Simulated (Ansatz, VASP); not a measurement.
SiNi: VASP beside Ansatz

```xyz
4
Lattice="2.9948 0.0000 0.0000 0.0000 3.2346 0.0000 0.0000 0.0000 4.7426" Properties=species:S:1:pos:R:3 pbc="T T T"
Si    1.4974    1.6173    3.9921
Si    0.0000    0.0000    0.7504
Ni    1.4974    1.6173    1.6205
Ni    0.0000    0.0000    3.1221
```

Change from the starting cell: strain along c alone, the other axes held, atoms relaxed: +1.5 %.

Alike in both runs: functional PBEsol; k mesh 18 × 16 × 12; occupations gaussian, width 0.1 eV; no spin polarisation.

Ansatz relaxed the structure, and its values are those at the end. VASP's run is a single point on that final structure, the one shown.

|  | VASP | Ansatz |
| --- | --- | --- |
| version | VASP 6.6.1 | Ansatz 0.2.0 |
| potentials or method | VASP PAW PBE potentials, release 64 (Si, Ni), cutoff 520 eV | scalar-relativistic, plane waves, PAW |
| valence electrons in the cell | 28 | 44 |

Ansatz gave:

- gap on the k mesh at the Fermi level (eV): none
- pressure (GPa): -3.2
- rms of the force components (eV/Å): 0.001

What did VASP give for the same quantities?

gap on the k mesh at the Fermi level (eV): none; pressure (GPa): -3.2; rms of the force components (eV/Å): 0.005.

VASP's potentials were made for PBE, not for PBEsol. A gap of «none» marks a metal or a gap that the smearing closes. VASP's potentials hold 28 valence electrons a cell and Ansatz's 44, so a difference there can come from the potentials and not from the codes. Ansatz's warnings: stress scf threshold loose.
